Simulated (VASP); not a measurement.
# AgBr (Fm-3m) in VASP: notebook

The runs below take AgBr through single point, relaxation of cell and atoms, with r2SCAN.

Everything below comes from runs of VASP 6.6.1. Logs are shortened: lines on timing, memory, paths and dates and some standing lists are left out, and cuts for length are marked.

### Step 1. The cell of the first run

It takes space group Fm-3m (No. 225, cubic). Conventional cell: a = 5.785 Å, b = 5.785 Å, c = 5.785 Å, α = 90.00°, β = 90.00°, γ = 90.00°. Ag (site symmetry m-3m) has 6 Br at 2.89 Å within 3.8 Å. Br (site symmetry m-3m) has 6 Ag at 2.89 Å within 3.8 Å.

### Step 2. Single point, r2SCAN

POSCAR

```
AgBr
1.0
    0.0000000000      2.8925632373      2.8925632373
    2.8925632373      0.0000000000      2.8925632373
    2.8925632373      2.8925632373      0.0000000000
Ag Br
1 1
Direct
    0.0000000000      0.0000000000      0.0000000000
    0.5000000000      0.5000000000      0.5000000000
```

INCAR.step1

```
SYSTEM = AgBr
  PREC = Accurate
  ENCUT = 550
  ISMEAR = 0
  SIGMA = 0.02
  LREAL = .False.
  LASPH = .True.
  NELM = 120
  NBANDS = 16
  GGA = PE
  ALGO = Normal
  EDIFF = 1E-5
  LWAVE = .True.
  LCHARG = .False.
  GGA_COMPAT = .False.
```

INCAR.step2

```
SYSTEM = AgBr
  PREC = Accurate
  ENCUT = 550
  EDIFF = 1E-6
  ISMEAR = 0
  SIGMA = 0.02
  LREAL = .False.
  LASPH = .True.
  NELM = 120
  ALGO = Normal
  ISIF = 2
  LWAVE = .False.
  LCHARG = .True.
  METAGGA = R2SCAN
  LMIXTAU = .True.
  LELF = .True.
  LVHAR = .True.
  NBANDS = 16
  ISTART = 1
  GGA_COMPAT = .False.
```

KPOINTS

```
Automatic mesh
0
Gamma
  8 8 8
  0 0 0
```

Potentials or basis: VASP PAW PBE potentials, release 64 (Ag, Br).

Run with:

```
> cat potpaw_PBE.64/Ag/POTCAR potpaw_PBE.64/Br/POTCAR > POTCAR
> cp INCAR.step1 INCAR
> mpirun -np 1 vasp_std > vasp.out
> cp INCAR.step2 INCAR
> mpirun -np 1 vasp_std > vasp.out
```

OUTCAR:

```text
SYSTEM = AgBr
   PREC = Accurate
   ENCUT = 550
   EDIFF = 1E-6
   ISMEAR = 0
   LREAL = .False.
   LASPH = .True.
   NELM = 120
   ISIF = 2
   METAGGA = R2SCAN
   ISTART = 1

 ion  position               nearest neighbor table
   1  0.000  0.000  0.000-   2 2.89   2 2.89   2 2.89   2 2.89   2 2.89   2 2.89
   2  0.500  0.500  0.500-   1 2.89   1 2.89   1 2.89   1 2.89   1 2.89   1 2.89

  LATTYP: Found a face centered cubic cell.
 ALAT       =     5.7851264746

  Lattice vectors:

 A1 = (   0.0000000000,   2.8925632373,   2.8925632373)
 A2 = (   2.8925632373,   0.0000000000,   2.8925632373)
 A3 = (   2.8925632373,   2.8925632373,   0.0000000000)

Analysis of symmetry for initial positions (statically):
=====================================================================
 Subroutine PRICEL returns:
 Original cell was already a primitive cell.

 Routine SETGRP: Setting up the symmetry group for a
 face centered cubic supercell.

 Subroutine GETGRP returns: Found 48 space group operations
 (whereof 48 operations were pure point group operations)
 out of a pool of 48 trial point group operations.

The static configuration has the point symmetry O_h .

Analysis of symmetry for dynamics (positions and initial velocities):
=====================================================================
 Subroutine PRICEL returns:
 Original cell was already a primitive cell.

 Routine SETGRP: Setting up the symmetry group for a
 face centered cubic supercell.

 Subroutine GETGRP returns: Found 48 space group operations
 (whereof 48 operations were pure point group operations)
 out of a pool of 48 trial point group operations.

The dynamic configuration has the point symmetry O_h .

 Subroutine INISYM returns: Found 48 space group operations
 (whereof 48 operations are pure point group operations),
 and found     1 'primitive' translations

----------------------------------------------------------------------------------------

                                     Primitive cell

  volume of cell :      48.4037

  direct lattice vectors                    reciprocal lattice vectors
     0.000000000  2.892563237  2.892563237    -0.172857068  0.172857068  0.172857068
     2.892563237  0.000000000  2.892563237     0.172857068 -0.172857068  0.172857068
     2.892563237  2.892563237  0.000000000     0.172857068  0.172857068 -0.172857068

[... 75 lines left out ...]
   ISTART =      1    job   : 0-new  1-cont  2-samecut
   ICHARG =      0    charge: 1-file 2-atom 10-const
   ISPIN  =      1    spin polarized calculation?
   LNONCOLLINEAR =      F non collinear calculations
   LSORBIT =      F    spin-orbit coupling
   LASPH  =      T    aspherical Exc in radial PAW
   ENCUT  =  550.0 eV  40.42 Ry    6.36 a.u.   7.82  7.82  7.82*2*pi/ulx,y,z
   NELM   =    120;   NELMIN=  2; NELMDL=  0     # of ELM steps
   EDIFF  = 0.1E-05   stopping-criterion for ELM
   LREAL  =      F    real-space projection
   EDIFFG = 0.1E-04   stopping-criterion for IOM
   NSW    =      0    number of steps for IOM
   IBRION =     -1    ionic relax: 0-MD 1-quasi-New 2-CG
   NFREE  =      0    steps in history (QN), initial steepest desc. (CG)
   ISIF   =      2    stress and relaxation
   ISYM   =      2    0-nonsym 1-usesym 2-fastsym
   POTIM  = 0.5000    time-step for ionic-motion
   TEBEG  =    0.0;   TEEND  =   0.0 temperature during run
   PSTRESS=    0.0 pullay stress
   NELECT =      18.0000    total number of electrons
   NUPDOWN=      -1.0000    fix difference up-down
   EMIN   =  10.00;   EMAX   =-10.00  energy-range for DOS
   EFERMI =   0.00;   METHOD = LEGACY
   ISMEAR =     0;   SIGMA  =   0.02  broadening in eV -4-tet -1-fermi 0-gaus
   EFERMI_NEDOS =   21; number of points for ismear=-14 and -15
   IALGO  =     38    algorithm
   IMIX   =      4    mixing-type and parameters
     AMIX     =   0.40;   BMIX     =  1.00
     AMIX_MAG =   1.60;   BMIX_MAG =  1.00
  volume/ion in A,a.u.               =      24.20       163.32
  Fermi-wavevector in a.u.,A,eV,Ry     =   1.177261  2.224701 18.856910  1.385944
  Thomas-Fermi vector in A             =   2.313611
   LORBIT       =      0    0 simple, 1 ext, 2 COOP (PROOUT), +10 PAW based schemes
   METAGGA = R2SCAN    functional components
   LHFCALC =     F    Hartree Fock is set to
   AEXX    =    0.0000 exact exchange contribution
   IVDW    =     0    specifies the selected vdW correction
   LEPSILON=     F    determine dielectric tensor
   LRPA    =     F    only Hartree local field effects (RPA)
 non-spin polarized calculation
 Gauss-broadening in eV      SIGMA  =   0.02
  energy-cutoff  :      550.00
  volume of cell :       48.40
 maximum number of plane-waves:      1428
   NGX = 15   NGY = 15   NGZ = 15

 number of electron      17.9999999 magnetization

 Free energy of the ion-electron system (eV)
  ---------------------------------------------------
  ext. energy  EPLUGINS =         0.00000000
  ---------------------------------------------------
  free energy    TOTEN  =       -35.51435427 eV

  energy without entropy =      -35.51435427  energy(sigma->0) =      -35.51435427

 E-fermi :   3.1409     XC(G=0): -10.2447

 val. band max:        3.0337249588   @ k =   0.5000   0.0000   0.0000
 cond. band min:       4.2796222660   @ k =   0.0000   0.0000   0.0000
 fundamental gap:      1.2458973072
 Fermi energy:         3.1409209006

 k-point     1 :       0.0000    0.0000    0.0000
  band No.  band energies     occupation
      1     -12.4201      2.00000
      2       0.3534      2.00000
      3       0.3534      2.00000
      4       0.3534      2.00000
      5       0.3608      2.00000
      6       0.3608      2.00000
[... 433 lines left out ...]
      3      -0.9775      2.00000
      4      -0.9538      2.00000
      5       0.5933      2.00000
      6       0.6439      2.00000
[... 8 lines left out ...]
     15      16.2842      0.00000
     16      18.0106      0.00000

 [... further k-points ...]
[... 5 lines left out ...]
  --------------------------------------------------------------------------------------
  -------------------------------------------------------------------------------------
  Total       -0.0167822     -0.0167822     -0.0167822      0.0000000      0.0000000      0.0000000
  in kB       -0.5554956     -0.5554956     -0.5554956      0.0000000      0.0000000      0.0000000
  external PRESSURE =      -0.5554956 kB  Pullay stress =       0.0000000 kB

 VOLUME and BASIS-vectors are now :
 -----------------------------------------------------------------------------
  energy-cutoff  :      550.00
  volume of cell :       48.40
      direct lattice vectors                 reciprocal lattice vectors
     0.000000000  2.892563237  2.892563237    -0.172857068  0.172857068  0.172857068
     2.892563237  0.000000000  2.892563237     0.172857068 -0.172857068  0.172857068
     2.892563237  2.892563237  0.000000000     0.172857068  0.172857068 -0.172857068

 POSITION                                       TOTAL-FORCE (eV/Angst)
 -----------------------------------------------------------------------------------
      0.00000      0.00000      0.00000         0.000000      0.000000      0.000000
      2.89256      2.89256      2.89256        -0.000000     -0.000000     -0.000000
 -----------------------------------------------------------------------------------
    total drift:                                0.000000     -0.000000     -0.000000

  FREE ENERGIE OF THE ION-ELECTRON SYSTEM (eV)
  ---------------------------------------------------
  free  energy   TOTEN  =       -35.5143542719 eV

  energy  without entropy=      -35.5143542719  energy(sigma->0) =      -35.51435427
```

OSZICAR.step1:

```text
N       E                     dE             d eps       ncg     rms          rms(c)
DAV:   1     0.985491686972E+02    0.98549E+02   -0.86831E+03   952   0.104E+03
DAV:   2    -0.170322832648E+01   -0.10025E+03   -0.92216E+02  1144   0.217E+02
DAV:   3    -0.509615787982E+01   -0.33929E+01   -0.33858E+01  1152   0.414E+01
DAV:   4    -0.511357588560E+01   -0.17418E-01   -0.17417E-01  1144   0.323E+00
DAV:   5    -0.511374072723E+01   -0.16484E-03   -0.16484E-03  1168   0.308E-01    0.561E+00
DAV:   6    -0.499913786308E+01    0.11460E+00   -0.17887E-01  1136   0.599E+00    0.370E+00
DAV:   7    -0.499488211351E+01    0.42557E-02   -0.61088E-02  1024   0.163E+00    0.152E+00
DAV:   8    -0.499494068808E+01   -0.58575E-04   -0.40935E-03  1096   0.643E-01    0.261E-01
DAV:   9    -0.499497985790E+01   -0.39170E-04   -0.49763E-04  1096   0.239E-01    0.343E-02
DAV:  10    -0.499500204749E+01   -0.22190E-04   -0.36770E-05  1200   0.807E-02    0.197E-02
DAV:  11    -0.499500897808E+01   -0.69306E-05   -0.14021E-05  1016   0.300E-02
   1 F= -.49950090E+01 E0= -.49950090E+01  d E =-.145124E-12
```

It took 68 s on 1 thread of Intel Xeon Platinum 8259CL at 2.50GHz (Skylake/Cascade Lake), shared host; peak memory 0.19 GiB.

What came out:

* Free energy: -35.5144 eV
* Pressure: -0.1 GPa
* Band gap on the k mesh: 1.25 eV (least direct gap 3.19 eV)

Levels at points of the mesh, in eV from the valence-band top:
```
           k point  band 5  band 6  band 7  band 8  band 9  band 10  band 11  band 12  band 13  band 14
(0.00, 0.00, 0.00)   -2.67   -2.67   -1.94   -1.94   -1.94     1.25    10.42    10.42    10.42    11.65
(0.50, 0.00, 0.00)   -2.40   -2.40   -2.06    0.00    0.00     4.30     7.09     7.41     7.41    12.74
(0.50, 0.50, 0.00)   -2.81   -2.52   -2.30   -2.30   -2.19     2.19     7.45     9.61    11.77    11.77
```

Caveat: the PAW data sets were made with another functional, which shifts forces and pressure a little. r2SCAN opens gaps a little over a GGA but as a rule still falls short of measured ones.

### Step 3. Single point, r2SCAN (24.93 Å³/atom)

This run uses another cell than the first one, of 24.93 Å³/atom.

POSCAR

```
AgBr
1.0
    0.0000000000      2.9212043399      2.9212043399
    2.9212043399      0.0000000000      2.9212043399
    2.9212043399      2.9212043399      0.0000000000
Ag Br
1 1
Direct
    0.0000000000      0.0000000000      0.0000000000
    0.5000000000      0.5000000000      0.5000000000
```

INCAR.step1

```
ALGO = Normal
EDIFF = 1E-5
ENCUT = 550
GGA = PE
GGA_COMPAT = False
ISMEAR = 0
LASPH = True
LCHARG = False
LREAL = False
LWAVE = True
NBANDS = 16
NELM = 120
PREC = Accurate
SIGMA = 0.02
```

INCAR.step2

```
ALGO = Normal
EDIFF = 1E-6
ENCUT = 550
GGA_COMPAT = False
ISIF = 2
ISMEAR = 0
ISTART = 1
LASPH = True
LCHARG = False
LMIXTAU = True
LREAL = False
LWAVE = False
METAGGA = R2SCAN
NBANDS = 16
NELM = 120
PREC = Accurate
SIGMA = 0.02
```

KPOINTS

```
k-points
0
Gamma
  8 8 8
```

Potentials or basis: VASP PAW PBE potentials, release 64 (Ag, Br).

Run with:

```
> cat potpaw_PBE.64/Ag/POTCAR potpaw_PBE.64/Br/POTCAR > POTCAR
> cp INCAR.step1 INCAR
> mpirun -np 1 vasp_std > vasp.out
> cp INCAR.step2 INCAR
> mpirun -np 1 vasp_std > vasp.out
```

OUTCAR:

```text
EDIFF = 1E-6
   ENCUT = 550
   ISIF = 2
   ISMEAR = 0
   ISTART = 1
   LASPH = True
   LREAL = False
   METAGGA = R2SCAN
   NELM = 120
   PREC = Accurate

 ion  position               nearest neighbor table
   1  0.000  0.000  0.000-   2 2.92   2 2.92   2 2.92   2 2.92   2 2.92   2 2.92
   2  0.500  0.500  0.500-   1 2.92   1 2.92   1 2.92   1 2.92   1 2.92   1 2.92

  LATTYP: Found a face centered cubic cell.
 ALAT       =     5.8424086798

  Lattice vectors:

 A1 = (   0.0000000000,   2.9212043399,   2.9212043399)
 A2 = (   2.9212043399,   0.0000000000,   2.9212043399)
 A3 = (   2.9212043399,   2.9212043399,   0.0000000000)

Analysis of symmetry for initial positions (statically):
=====================================================================
 Subroutine PRICEL returns:
 Original cell was already a primitive cell.

 Routine SETGRP: Setting up the symmetry group for a
 face centered cubic supercell.

 Subroutine GETGRP returns: Found 48 space group operations
 (whereof 48 operations were pure point group operations)
 out of a pool of 48 trial point group operations.

The static configuration has the point symmetry O_h .

Analysis of symmetry for dynamics (positions and initial velocities):
=====================================================================
 Subroutine PRICEL returns:
 Original cell was already a primitive cell.

 Routine SETGRP: Setting up the symmetry group for a
 face centered cubic supercell.

 Subroutine GETGRP returns: Found 48 space group operations
 (whereof 48 operations were pure point group operations)
 out of a pool of 48 trial point group operations.

The dynamic configuration has the point symmetry O_h .

 Subroutine INISYM returns: Found 48 space group operations
 (whereof 48 operations are pure point group operations),
[... 105 lines left out ...]
   TEBEG  =    0.0;   TEEND  =   0.0 temperature during run
   PSTRESS=    0.0 pullay stress
   NELECT =      18.0000    total number of electrons
   NUPDOWN=      -1.0000    fix difference up-down
   EMIN   =  10.00;   EMAX   =-10.00  energy-range for DOS
   EFERMI =   0.00;   METHOD = LEGACY
   ISMEAR =     0;   SIGMA  =   0.02  broadening in eV -4-tet -1-fermi 0-gaus
   EFERMI_NEDOS =   21; number of points for ismear=-14 and -15
   IALGO  =     38    algorithm
   IMIX   =      4    mixing-type and parameters
     AMIX     =   0.40;   BMIX     =  1.00
     AMIX_MAG =   1.60;   BMIX_MAG =  1.00
  volume/ion in A,a.u.               =      24.93       168.22
  Fermi-wavevector in a.u.,A,eV,Ry     =   1.165719  2.202889 18.488955  1.358900
  Thomas-Fermi vector in A             =   2.302241
   LORBIT       =      0    0 simple, 1 ext, 2 COOP (PROOUT), +10 PAW based schemes
   METAGGA = R2SCAN    functional components
   LHFCALC =     F    Hartree Fock is set to
   AEXX    =    0.0000 exact exchange contribution
   IVDW    =     0    specifies the selected vdW correction
   LEPSILON=     F    determine dielectric tensor
   LRPA    =     F    only Hartree local field effects (RPA)
 non-spin polarized calculation
 Gauss-broadening in eV      SIGMA  =   0.02
  energy-cutoff  :      550.00
  volume of cell :       49.86
 maximum number of plane-waves:      1476
   NGX = 15   NGY = 15   NGZ = 15

 number of electron      18.0000000 magnetization

 Free energy of the ion-electron system (eV)
  ---------------------------------------------------
  ext. energy  EPLUGINS =         0.00000000
  ---------------------------------------------------
  free energy    TOTEN  =       -35.50847842 eV

  energy without entropy =      -35.50847842  energy(sigma->0) =      -35.50847842

 E-fermi :   2.8074     XC(G=0): -10.0871

 val. band max:        2.6808238815   @ k =   0.5000   0.0000   0.0000
 cond. band min:       3.9299570006   @ k =   0.0000   0.0000   0.0000
 fundamental gap:      1.2491331191
 Fermi energy:         2.8073582828

 k-point     1 :       0.0000    0.0000    0.0000
  band No.  band energies     occupation
      1     -12.5835      2.00000
      2       0.1186      2.00000
      3       0.1186      2.00000
      4       0.1186      2.00000
      5       0.1266      2.00000
      6       0.1266      2.00000
[... 433 lines left out ...]
      3      -1.1395      2.00000
      4      -1.1223      2.00000
      5       0.3400      2.00000
      6       0.3879      2.00000
[... 8 lines left out ...]
     15      15.8269      0.00000
     16      17.5617      0.00000

 [... further k-points ...]
[... 5 lines left out ...]
  --------------------------------------------------------------------------------------
  -------------------------------------------------------------------------------------
  Total       -0.4043767     -0.4043767     -0.4043767     -0.0000000      0.0000000      0.0000000
  in kB      -12.9951371    -12.9951371    -12.9951371     -0.0000000      0.0000000      0.0000000
  external PRESSURE =     -12.9951371 kB  Pullay stress =       0.0000000 kB

 VOLUME and BASIS-vectors are now :
 -----------------------------------------------------------------------------
  energy-cutoff  :      550.00
  volume of cell :       49.86
      direct lattice vectors                 reciprocal lattice vectors
     0.000000000  2.921204340  2.921204340    -0.171162282  0.171162282  0.171162282
     2.921204340  0.000000000  2.921204340     0.171162282 -0.171162282  0.171162282
     2.921204340  2.921204340  0.000000000     0.171162282  0.171162282 -0.171162282

 POSITION                                       TOTAL-FORCE (eV/Angst)
 -----------------------------------------------------------------------------------
      0.00000      0.00000      0.00000        -0.000000      0.000000      0.000000
      2.92120      2.92120      2.92120         0.000000     -0.000000     -0.000000
 -----------------------------------------------------------------------------------
    total drift:                                0.000000     -0.000000     -0.000000

  FREE ENERGIE OF THE ION-ELECTRON SYSTEM (eV)
  ---------------------------------------------------
  free  energy   TOTEN  =       -35.5084784176 eV

  energy  without entropy=      -35.5084784176  energy(sigma->0) =      -35.50847842
```

OSZICAR.step1:

```text
N       E                     dE             d eps       ncg     rms          rms(c)
DAV:   1     0.978846311394E+02    0.97885E+02   -0.85860E+03   968   0.104E+03
DAV:   2    -0.166213223160E+01   -0.99547E+02   -0.91861E+02  1152   0.216E+02
DAV:   3    -0.510328465077E+01   -0.34412E+01   -0.34341E+01  1112   0.414E+01
DAV:   4    -0.512183051501E+01   -0.18546E-01   -0.18545E-01  1216   0.330E+00
DAV:   5    -0.512202689616E+01   -0.19638E-03   -0.19638E-03  1096   0.322E-01    0.516E+00
DAV:   6    -0.500418285508E+01    0.11784E+00   -0.18034E-01  1168   0.597E+00    0.341E+00
DAV:   7    -0.499981792867E+01    0.43649E-02   -0.62427E-02  1008   0.165E+00    0.146E+00
DAV:   8    -0.499989953859E+01   -0.81610E-04   -0.43119E-03  1112   0.654E-01    0.260E-01
DAV:   9    -0.499995271492E+01   -0.53176E-04   -0.49527E-04  1112   0.245E-01    0.355E-02
DAV:  10    -0.499997947031E+01   -0.26755E-04   -0.44198E-05  1136   0.853E-02    0.221E-02
DAV:  11    -0.499998609247E+01   -0.66222E-05   -0.13999E-05  1048   0.297E-02
   1 F= -.49999861E+01 E0= -.49999861E+01  d E =-.375426E-19
```

Wall time 70 s (1 thread of Intel Xeon Platinum 8259CL at 2.50GHz (Skylake/Cascade Lake), shared host); peak memory 0.19 GiB.

What came out:

```yaml
Free_energy: -35.5085 eV
Pressure: -1.3 GPa
Band_gap_on_the_k_mesh: 1.25 eV (least direct gap 3.08 eV)
```

Caveat: the PAW data sets were made with another functional, which shifts forces and pressure a little. A k mesh can miss the band edges.

[end of part 1 of 2]
